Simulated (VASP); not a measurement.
# NaH in VASP: notebook

Runs on NaH. Level: HSE06. Tasks: single point.

Program: VASP 6.6.1. These are calculated values, not measurements. Logs are shortened: lines on timing, memory, paths and dates and some standing lists are left out, and cuts for length are marked.

### Step 1. The cell of the first run

It takes space group Fm-3m (No. 225, cubic). Conventional cell: a = 4.675 Å, b = 4.675 Å, c = 4.675 Å, α = 90.00°, β = 90.00°, γ = 90.00°. Within 3.1 Å of Na (site symmetry m-3m) lie 6 H at 2.34 Å. Within 3.1 Å of H (site symmetry m-3m) lie 6 Na at 2.34 Å.

### Step 2. Single point, HSE06 (strain -2.5%)

POSCAR

```
NaH
1.0
    0.0000000000      2.3375744757      2.3375744757
    2.3375744757      0.0000000000      2.3375744757
    2.3375744757      2.3375744757      0.0000000000
Na H
1 1
Direct
    0.0000000000      0.0000000000      0.0000000000
    0.5000000000      0.5000000000      0.5000000000
```

INCAR.step1

```
PREC     = Accurate       # precision mode
ENCUT    = 520            # plane-wave cutoff, eV
EDIFF    = 1E-5           # SCF threshold, eV
ISMEAR   = 0              # smearing method
SIGMA    = 0.01           # smearing width, eV
LREAL    = F              # projectors in reciprocal space
LASPH    = T              # aspherical terms in the spheres
NELM     = 100            # most SCF steps
ALGO     = Normal         # electronic algorithm
ISIF     = 2              # what is computed and relaxed
LWAVE    = T              # write WAVECAR
LCHARG   = F              # write CHGCAR
GGA      = PE             # functional
NBANDS   = 11             # bands
```

INCAR.step2

```
PREC     = Accurate       # precision mode
ENCUT    = 520            # plane-wave cutoff, eV
EDIFF    = 1E-6           # SCF threshold, eV
ISMEAR   = 0              # smearing method
SIGMA    = 0.01           # smearing width, eV
LREAL    = F              # projectors in reciprocal space
LASPH    = T              # aspherical terms in the spheres
NELM     = 100            # most SCF steps
ALGO     = Normal         # electronic algorithm
ISIF     = 2              # what is computed and relaxed
LWAVE    = F              # write WAVECAR
LCHARG   = F              # write CHGCAR
GGA      = PE             # functional
LHFCALC  = T              # exact exchange
HFSCREEN = 0.2079         # screening, 1/A
PRECFOCK = Normal       
ISTART   = 1            
NBANDS   = 11             # bands
```

KPOINTS

```
regular mesh
0
Gamma
  6 6 6
```

Potentials or basis: VASP PAW PBE potentials, release 64 (Na_pv, H).

Started as:

```bash
$ cat potpaw_PBE.64/Na_pv/POTCAR potpaw_PBE.64/H/POTCAR > POTCAR
$ cp INCAR.step1 INCAR
$ mpirun -np 1 vasp_std > vasp.out
$ cp INCAR.step2 INCAR
$ mpirun -np 1 vasp_std > vasp.out
```

OUTCAR:

```text
PREC = Accurate
   ENCUT = 520
   EDIFF = 1E-6
   ISMEAR = 0
   LREAL = F
   LASPH = T
   NELM = 100
   ISIF = 2
   GGA = PE
   LHFCALC = T
   HFSCREEN = 0.2079
   PRECFOCK = Normal
   ISTART = 1

 ion  position               nearest neighbor table
   1  0.000  0.000  0.000-
   2  0.500  0.500  0.500-

  LATTYP: Found a face centered cubic cell.
 ALAT       =     4.6751489514

  Lattice vectors:

 A1 = (   0.0000000000,   2.3375744757,   2.3375744757)
 A2 = (   2.3375744757,   0.0000000000,   2.3375744757)
 A3 = (   2.3375744757,   2.3375744757,   0.0000000000)

Analysis of symmetry for initial positions (statically):
=====================================================================
 Subroutine PRICEL returns:
 Original cell was already a primitive cell.

 Routine SETGRP: Setting up the symmetry group for a
 face centered cubic supercell.

 Subroutine GETGRP returns: Found 48 space group operations
 (whereof 48 operations were pure point group operations)
 out of a pool of 48 trial point group operations.

The static configuration has the point symmetry O_h .

Analysis of symmetry for dynamics (positions and initial velocities):
=====================================================================
 Subroutine PRICEL returns:
 Original cell was already a primitive cell.

 Routine SETGRP: Setting up the symmetry group for a
 face centered cubic supercell.

 Subroutine GETGRP returns: Found 48 space group operations
 (whereof 48 operations were pure point group operations)
 out of a pool of 48 trial point group operations.

The dynamic configuration has the point symmetry O_h .

 Subroutine INISYM returns: Found 48 space group operations
 (whereof 48 operations are pure point group operations),
 and found     1 'primitive' translations

----------------------------------------------------------------------------------------

                                     Primitive cell

  volume of cell :      25.5462

  direct lattice vectors                    reciprocal lattice vectors
     0.000000000  2.337574476  2.337574476    -0.213896928  0.213896928  0.213896928
     2.337574476  0.000000000  2.337574476     0.213896928 -0.213896928  0.213896928
     2.337574476  2.337574476  0.000000000     0.213896928  0.213896928 -0.213896928

  length of vectors
     3.305829527  3.305829527  3.305829527     0.370480347  0.370480347  0.370480347

  position of ions in fractional coordinates (direct lattice)
     0.000000000  0.000000000  0.000000000
     0.500000000  0.500000000  0.500000000

  ion indices of the primitive-cell ions
   primitive index   ion index
                 1           1
                 2           2

----------------------------------------------------------------------------------------

 KPOINTS: regular mesh

Automatic generation of k-mesh.
 Grid dimensions read from file:
 generate k-points for:    6    6    6

 Generating k-lattice:

  Cartesian coordinates                     Fractional coordinates (reciprocal lattice)
    -0.035649488  0.035649488  0.035649488     0.166666667  0.000000000  0.000000000
     0.035649488 -0.035649488  0.035649488     0.000000000  0.166666667  0.000000000
     0.035649488  0.035649488 -0.035649488     0.000000000  0.000000000  0.166666667

  Length of vectors
     0.061746725  0.061746725  0.061746725

  Shift w.r.t. Gamma in fractional coordinates (k-lattice)
     0.000000000  0.000000000  0.000000000

 Subroutine IBZKPT returns following result:
 ===========================================

 Found     16 irreducible k-points:

 Following reciprocal coordinates:
            Coordinates               Weight
  0.000000  0.000000  0.000000      1.000000
  0.166667  0.000000  0.000000      8.000000
  0.333333  0.000000  0.000000      8.000000
  0.500000  0.000000  0.000000      4.000000
  0.166667  0.166667  0.000000      6.000000
  0.333333  0.166667  0.000000     24.000000
[... 8 lines left out ...]
 -0.333333  0.333333  0.166667     24.000000
 -0.333333  0.500000  0.166667     12.000000
   k-points           NKPTS =     16   k-points in BZ     NKDIM =    216   number of bands    NBANDS=     11
   number of dos      NEDOS =    301   number of ions     NIONS =      2
   total plane-waves  NPLWV =  21952
   dimension x,y,z NGX =    28 NGY =   28 NGZ =   28
   dimension x,y,z NGXF=    56 NGYF=   56 NGZF=   56
   ions per type =               1   1
   NGX,Y,Z   is equivalent  to a cutoff of  14.08, 14.08, 14.08 a.u.
   NGXF,Y,Z  is equivalent  to a cutoff of  28.16, 28.16, 28.16 a.u.
 SYSTEM =  unknown system
   PREC   = accura    normal or accurate (medium, high low for compatibility)
   ISTART =      1    job   : 0-new  1-cont  2-samecut
   ICHARG =      0    charge: 1-file 2-atom 10-const
   ISPIN  =      1    spin polarized calculation?
   LNONCOLLINEAR =      F non collinear calculations
   LSORBIT =      F    spin-orbit coupling
   LASPH  =      T    aspherical Exc in radial PAW
   ENCUT  =  520.0 eV  38.22 Ry    6.18 a.u.   6.15  6.15  6.15*2*pi/ulx,y,z
   NELM   =    100;   NELMIN=  2; NELMDL=  0     # of ELM steps
   EDIFF  = 0.1E-05   stopping-criterion for ELM
   LREAL  =      F    real-space projection
   EDIFFG = 0.1E-04   stopping-criterion for IOM
   NSW    =      0    number of steps for IOM
   IBRION =     -1    ionic relax: 0-MD 1-quasi-New 2-CG
   NFREE  =      0    steps in history (QN), initial steepest desc. (CG)
   ISIF   =      2    stress and relaxation
   ISYM   =      3    0-nonsym 1-usesym 2-fastsym
   POTIM  = 0.5000    time-step for ionic-motion
   TEBEG  =    0.0;   TEEND  =   0.0 temperature during run
   PSTRESS=    0.0 pullay stress
   NELECT =       8.0000    total number of electrons
   NUPDOWN=      -1.0000    fix difference up-down
   EMIN   =  10.00;   EMAX   =-10.00  energy-range for DOS
   EFERMI =   0.00;   METHOD = LEGACY
   ISMEAR =     0;   SIGMA  =   0.01  broadening in eV -4-tet -1-fermi 0-gaus
   EFERMI_NEDOS =   21; number of points for ismear=-14 and -15
   IALGO  =     38    algorithm
   IMIX   =      1    mixing-type and parameters
     AMIX     =   0.40;   BMIX     =  1.00
     AMIX_MAG =   1.60;   BMIX_MAG =  1.00
  volume/ion in A,a.u.               =      12.77        86.20
  Fermi-wavevector in a.u.,A,eV,Ry     =   1.111722  2.100849 16.815779  1.235925
[... 5 lines left out ...]
   ENCUT4O =  -1.0   cutoff for four orbital integrals eV
   NKREDX  =     1    reduce k-point grid by
   NKREDY  =     1    reduce k-point grid by
   NKREDZ  =     1    reduce k-point grid by
   AEXX    =    0.2500 exact exchange contribution
   HFSCREEN=    0.2079 screening length (either q_TF or 0.3 A-1)
   HFSCREENC=   0.2079 screening length for correlation (either q_TF or 0.3 A-1)
   ENCUTFOCK=  -1.0 apply spherical cutoff to Coloumb kernel
   IVDW    =     0    specifies the selected vdW correction
   LEPSILON=     F    determine dielectric tensor
   LRPA    =     F    only Hartree local field effects (RPA)
 non-spin polarized calculation
 Gauss-broadening in eV      SIGMA  =   0.01
  energy-cutoff  :      520.00
  volume of cell :       25.55
 maximum number of plane-waves:       701
 NGX is ok and might be reduce to    28
  NGX = 20; NGY = 20; NGZ = 20

 number of electron       8.0000007 magnetization

 Free energy of the ion-electron system (eV)
  ---------------------------------------------------
  ext. energy  EPLUGINS =         0.00000000
  ---------------------------------------------------
  free energy    TOTEN  =        -5.74670064 eV

  energy without entropy =       -5.74670064  energy(sigma->0) =       -5.74670064

 E-fermi :  -1.5112     XC(G=0):  -6.7842

 val. band max:       -1.5944685612   @ k =  -0.3333   0.5000   0.1667
 cond. band min:       3.4599343234   @ k =   0.5000   0.0000   0.0000
 fundamental gap:      5.0544028845
 Fermi energy:        -1.5111940499

 k-point     1 :       0.0000    0.0000    0.0000
  band No.  band energies     occupation
      1     -25.7494      2.00000
      2     -25.7494      2.00000
      3     -25.7494      2.00000
      4      -5.8061      2.00000
      5      11.3944      0.00000
      6      16.2662      0.00000
      7      16.2662      0.00000
      8      16.2662      0.00000
      9      17.5244      0.00000
     10      17.5244      0.00000
     11      17.5244      0.00000

 k-point     2 :       0.1667    0.0000    0.0000
  band No.  band energies     occupation
      1     -25.7812      2.00000
      2     -25.7529      2.00000
      3     -25.7529      2.00000
      4      -5.2365      2.00000
      5       9.4094      0.00000
      6      12.9170      0.00000
      7      15.1889      0.00000
      8      15.1889      0.00000
      9      18.6195      0.00000
     10      18.6195      0.00000
     11      19.0238      0.00000

 k-point     3 :       0.3333    0.0000    0.0000
  band No.  band energies     occupation
      1     -25.8435      2.00000
      2     -25.7599      2.00000
      3     -25.7599      2.00000
      4      -3.7310      2.00000
      5       5.5320      0.00000
      6      11.6770      0.00000
      7      14.2535      0.00000
      8      14.2535      0.00000
      9      17.9266      0.00000
     10      17.9266      0.00000
     11      20.3325      0.00000

 k-point     4 :       0.5000    0.0000    0.0000
  band No.  band energies     occupation
      1     -25.8741      2.00000
      2     -25.7634      2.00000
      3     -25.7634      2.00000
      4      -2.5451      2.00000
      5       3.4599      0.00000
      6      11.3681      0.00000
      7      13.9295      0.00000
      8      13.9295      0.00000
      9      17.4499      0.00000
     10      17.4499      0.00000
     11      20.1762      0.00000

 k-point     5 :       0.1667    0.1667    0.0000
  band No.  band energies     occupation
      1     -25.7801      2.00000
      2     -25.7595      2.00000
      3     -25.7595      2.00000
      4      -5.0557      2.00000
      5       9.3957      0.00000
      6      13.1861      0.00000
      7      13.5938      0.00000
      8      13.5938      0.00000
      9      17.5800      0.00000
     10      20.0114      0.00000
     11      21.6370      0.00000
[... 99 lines left out ...]
 k-point    13 :       0.5000    0.5000    0.0000
  band No.  band energies     occupation
      1     -25.8564      2.00000
      2     -25.7898      2.00000
      3     -25.7898      2.00000
      4      -1.7490      2.00000
      5       4.3622      0.00000
      6      10.1335      0.00000
      7      11.1245      0.00000
      8      11.1245      0.00000
      9      12.8311      0.00000
     10      25.7998      0.00000
     11      27.3394      0.00000

 k-point    14 :       0.5000    0.3333    0.1667
  band No.  band energies     occupation
      1     -25.8388      2.00000
      2     -25.7946      2.00000
      3     -25.7738      2.00000
      4      -2.6744      2.00000
      5       5.7376      0.00000
      6       7.7913      0.00000
      7      11.1664      0.00000
      8      16.3157      0.00000
      9      16.6269      0.00000
     10      19.0548      0.00000
     11      23.3879      0.00000

 k-point    15 :      -0.3333    0.3333    0.1667
  band No.  band energies     occupation
      1     -25.8413      2.00000
      2     -25.8081      2.00000
      3     -25.7806      2.00000
      4      -1.8425      2.00000
      5       4.9320      0.00000
      6       6.8555      0.00000
      7      10.2779      0.00000
      8      16.5399      0.00000
      9      17.5960      0.00000
     10      20.2630      0.00000
     11      22.4148      0.00000

 k-point    16 :      -0.3333    0.5000    0.1667
  band No.  band energies     occupation
      1     -25.8397      2.00000
      2     -25.8063      2.00000
      3     -25.7928      2.00000
      4      -1.5945      2.00000
      5       5.0424      0.00000
      6       7.0977      0.00000
      7       9.1312      0.00000
      8      15.6408      0.00000
      9      16.2705      0.00000
     10      22.0887      0.00000
     11      22.3526      0.00000

------------------------ aborting loop because EDIFF is reached ----------------------------------------

  FORCE on cell =-STRESS in cart. coord.  units (eV):
  Direction    XX          YY          ZZ          XY          YZ          ZX
  --------------------------------------------------------------------------------------
  -------------------------------------------------------------------------------------
  Total        0.3736990      0.3736990      0.3736990     -0.0000000     -0.0000000      0.0000000
  in kB       23.4372209     23.4372209     23.4372209     -0.0000000     -0.0000000      0.0000000
  external PRESSURE =      23.4372209 kB  Pullay stress =       0.0000000 kB

 VOLUME and BASIS-vectors are now :
 -----------------------------------------------------------------------------
  energy-cutoff  :      520.00
  volume of cell :       25.55
      direct lattice vectors                 reciprocal lattice vectors
     0.000000000  2.337574476  2.337574476    -0.213896928  0.213896928  0.213896928
     2.337574476  0.000000000  2.337574476     0.213896928 -0.213896928  0.213896928
     2.337574476  2.337574476  0.000000000     0.213896928  0.213896928 -0.213896928

 POSITION                                       TOTAL-FORCE (eV/Angst)
 -----------------------------------------------------------------------------------
      0.00000      0.00000      0.00000         0.000000     -0.000000     -0.000000
      2.33757      2.33757      2.33757        -0.000000      0.000000      0.000000
 -----------------------------------------------------------------------------------
    total drift:                                0.000000      0.000000      0.000000

  FREE ENERGIE OF THE ION-ELECTRON SYSTEM (eV)
  ---------------------------------------------------
  free  energy   TOTEN  =        -5.7467006424 eV

  energy  without entropy=       -5.7467006424  energy(sigma->0) =       -5.74670064
```

It took 5.4 min on 1 thread of Intel Xeon Platinum 8488C (Sapphire Rapids), shared host; peak memory 0.25 GiB.

Results:

```yaml
Free_energy: -5.7467 eV
Pressure: 2.3 GPa
Band_gap_on_the_k_mesh: 5.05 eV (least direct gap 6.00 eV)
```

Caveat: the cell differs from its parent crystal (strain -2.5%); the structure was generated, so it needn't be the stable form of NaH; the PAW data sets were made with another functional, which shifts forces and pressure a little. A k mesh can miss the band edges.

### Step 3. Single point, HSE06

This run uses another cell than the first one, of 13.78 Å³/atom.

POSCAR

```
NaH
1.0
    0.0000000000      2.3975122828      2.3975122828
    2.3975122828      0.0000000000      2.3975122828
    2.3975122828      2.3975122828      0.0000000000
Na H
1 1
Direct
    0.0000000000      0.0000000000      0.0000000000
    0.5000000000      0.5000000000      0.5000000000
```

INCAR.step1

```
SYSTEM = NaH
PREC = Accurate
ENCUT = 520
EDIFF = 1E-5
ISMEAR = 0
SIGMA = 0.01
LREAL = .False.
LASPH = .True.
NELM = 80
ALGO = Normal
ISIF = 2
LWAVE = .True.
LCHARG = .False.
NBANDS = 11
GGA = PE
```

INCAR.step2

```
SYSTEM = NaH
PREC = Accurate
ENCUT = 520
EDIFF = 1E-6
ISMEAR = 0
SIGMA = 0.01
LREAL = .False.
LASPH = .True.
NELM = 80
ALGO = Normal
ISIF = 2
LWAVE = .False.
LCHARG = .False.
GGA = PE
LHFCALC = .True.
HFSCREEN = 0.2079
PRECFOCK = Normal
NBANDS = 11
ISTART = 1
```

KPOINTS

```
Automatic mesh
0
Gamma
  6 6 6
  0 0 0
```

Potentials or basis: VASP PAW PBE potentials, release 64 (Na_pv, H).

Started as:

```bash
$ cat potpaw_PBE.64/Na_pv/POTCAR potpaw_PBE.64/H/POTCAR > POTCAR
$ cp INCAR.step1 INCAR
$ mpirun -np 1 vasp_std > vasp.out
$ cp INCAR.step2 INCAR
$ mpirun -np 1 vasp_std > vasp.out
```

It took 5.1 min on 1 thread of Intel Xeon Platinum 8488C (Sapphire Rapids), shared host; peak memory 0.26 GiB.

Results (log left out):

```yaml
Free_energy: -5.7628 eV
Pressure: 0.2 GPa
Band_gap_on_the_k_mesh: 4.89 eV (least direct gap 5.81 eV)
```

Levels at points of the mesh, in eV from the valence-band top:
| k point | band 1 | band 2 | band 3 | band 4 | band 5 | band 6 | band 7 | band 8 |
| --- | --- | --- | --- | --- | --- | --- | --- | --- |
| (0.00, 0.00, 0.00) | -24.30 | -24.30 | -24.30 | -3.98 | 12.24 | 17.22 | 17.22 | 17.22 |
| (0.50, 0.00, 0.00) | -24.40 | -24.31 | -24.31 | -0.92 | 4.89 | 12.37 | 14.99 | 14.99 |
| (0.50, 0.50, 0.00) | -24.39 | -24.34 | -24.34 | -0.14 | 5.76 | 11.40 | 12.18 | 12.18 |

Caveat: the structure was generated, so it needn't be the stable form of NaH; the PAW data sets were made with another functional, which shifts forces and pressure a little. A k mesh can miss the band edges.

### Step 4. Single point, HSE06 (epitaxial 111 strain -1.0%)

POSCAR

```
NaH
1.0
    0.0206146143      2.3941517743      2.3941517743
    2.3941517743      0.0206146143      2.3941517743
    2.3941517743      2.3941517743      0.0206146143
Na H
1 1
Direct
    0.0000000000      0.0000000000      0.0000000000
    0.5000000000      0.5000000000      0.5000000000
```

INCAR.step1

```
PREC = Accurate ; ENCUT = 520
EDIFF = 1E-5 ; ISMEAR = 0
SIGMA = 0.01 ; LREAL = False
LASPH = True ; NELM = 100
ALGO = Normal ; ISIF = 2
LWAVE = True ; LCHARG = False
GGA = PE ; NBANDS = 11
```

INCAR.step2

```
PREC = Accurate ; ENCUT = 520
EDIFF = 1E-7 ; ISMEAR = 0
SIGMA = 0.01 ; LREAL = False
LASPH = True ; NELM = 100
ALGO = Normal ; ISIF = 2
LWAVE = False ; LCHARG = False
GGA = PE ; LHFCALC = True
HFSCREEN = 0.2079 ; PRECFOCK = Normal
ISTART = 1 ; NBANDS = 11
```

KPOINTS

```
Automatic mesh
0
Gamma
  6 6 6
```

Started as:

```bash
$ cat potpaw_PBE.64/Na_pv/POTCAR potpaw_PBE.64/H/POTCAR > POTCAR
$ cp INCAR.step1 INCAR
$ mpirun -np 1 vasp_std > vasp.out
$ cp INCAR.step2 INCAR
$ mpirun -np 1 vasp_std > vasp.out
```

Run time: 11 min. Hardware: 1 thread of Intel Xeon Platinum 8488C (Sapphire Rapids), shared host; peak memory 0.26 GiB.

Results (log left out):

- Free energy: -5.7609 eV
- Pressure: 0.6 GPa
- Band gap on the k mesh: 4.85 eV (least direct gap 5.84 eV)

Stress tensor (GPa, compression positive):
```
 0.62 -0.21 -0.21
-0.21  0.62 -0.21
-0.21 -0.21  0.62
```

Levels at points of the mesh, in eV from the valence-band top:
| k point | band 1 | band 2 | band 3 | band 4 | band 5 | band 6 | band 7 | band 8 |
| --- | --- | --- | --- | --- | --- | --- | --- | --- |
| (0.00, 0.00, 0.00) | -24.27 | -24.27 | -24.27 | -4.03 | 12.40 | 17.16 | 17.47 | 17.47 |
| (0.50, 0.00, 0.00) | -24.37 | -24.28 | -24.28 | -0.90 | 4.96 | 12.47 | 14.98 | 15.15 |
| (0.50, 0.50, 0.00) | -24.36 | -24.30 | -24.30 | -0.14 | 5.81 | 11.47 | 12.19 | 12.41 |
| (0.50, 0.50, 0.50) | -24.37 | -24.28 | -24.28 | -0.99 | 4.85 | 12.61 | 15.24 | 15.24 |

Caveat: the cell differs from its parent crystal (epitaxial 111 strain -1.0%); the structure was generated, so it needn't be the stable form of NaH; the PAW data sets were made with another functional, which shifts forces and pressure a little. A k mesh can miss the band edges.

### Step 5. Summary

```tsv
cell	gap on the mesh (eV)	pressure (GPa)
a = 3.306 Å, angles 60.0°, 2 atoms	5.05	2.3
a = 3.391 Å, angles 60.0°, 2 atoms	4.89	0.2
a = 3.386 Å, angles 59.4°, 2 atoms	4.85	0.6
```

Alike in all rows: task single point; level HSE06; potentials or basis VASP PAW PBE potentials, release 64 (Na_pv, H); no spin polarisation; k mesh 6 × 6 × 6; cutoff (eV) 520; smearing gaussian 0.01 eV.

Caveats: the structure was generated, so it needn't be the stable form of NaH; the PAW data sets were made with another functional, which shifts forces and pressure a little.

Total energies depend on the potentials used, so only differences within one code and one set of settings carry meaning.
